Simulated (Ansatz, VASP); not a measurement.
## Two plane-wave programs on Zn2C

```
C Zn
1.0
     0.00000    2.57795    2.57795
     2.57795    0.00000    2.57795
     2.57795    2.57795    0.00000
C Zn
1 2
Direct
  0.00000 0.00000 0.00000
  0.25000 0.25000 0.25000
  0.75000 0.75000 0.75000
```

Alike in both runs: task single point; functional PBE-based global hybrid; k mesh 4 × 4 × 4; occupations fermi-dirac, width 0.02 eV; no spin polarisation.

```csv
,VASP,Ansatz
version,VASP 6.6.1,Ansatz 0.2.0
potentials or method,"VASP PAW PBE potentials, release 64 (C, Zn)",plane waves
plane-wave cutoff (eV),520,420
valence electrons in the cell,28,28
```

|  | VASP | Ansatz | Ansatz less VASP |
| --- | --- | --- | --- |
| pressure (GPa) | 3.2 | 2.7 | -0.54 |

VASP's potentials were made for PBE, not for PBE-based global hybrid. Ansatz's warnings: stress exchange threshold loose, stress scf threshold loose.

The k mesh is coarse, so the values compare programs but aren't converged.
